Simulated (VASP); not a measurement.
MnS:

```
CELL_PARAMETERS angstrom
3.09904 0.00000 0.00000
0.00000 3.09904 0.00000
0.00000 0.00000 3.09904
ATOMIC_POSITIONS crystal
Mn 0.50000 0.50000 0.50000
S 0.00000 0.00000 0.00000
```

Base run:

* Program: VASP 6.6.1
* Functional: r2SCAN
* Potentials or basis: VASP PAW PBE potentials, release 64 (Mn_pv, S)
* Cutoff: 520 eV
* k mesh: 7 × 7 × 7
* Occupations: fermi-dirac, width 0.15 eV
* Spin: collinear spin, ferromagnetic start
* Starting moments: [2.8, 0.0] μB
* Hubbard terms: Mn d U = 2.0 eV

Its results: pressure 15.8 GPa; net moment 4.81 μB per cell; site moments Mn +4.45; S +0.12 μB.

Problem. After a change of settings the same cell gave: pressure 9.9 GPa; net moment 4.58 μB per cell; site moments Mn +4.24; S +0.10 μB. Which change was it?
A. hubbard terms from Mn d U = 2.0 eV to Mn d U = 6.0 eV
B. hubbard terms from Mn d U = 2.0 eV to Mn d U = 4.0 eV; further incar settings from ALGO = Normal; EDIFF = 1e-06; NBANDS = 20 to ALGO = Normal; EDIFF = 1e-07; NBANDS = 20
C. hubbard terms from Mn d U = 2.0 eV to none

Solution. C.

Caveats: the cell stands under pressure; the PAW data sets were made with another functional, which shifts forces and pressure a little; a cell with one magnetic atom can't hold antiferromagnetic order, which such compounds often take.
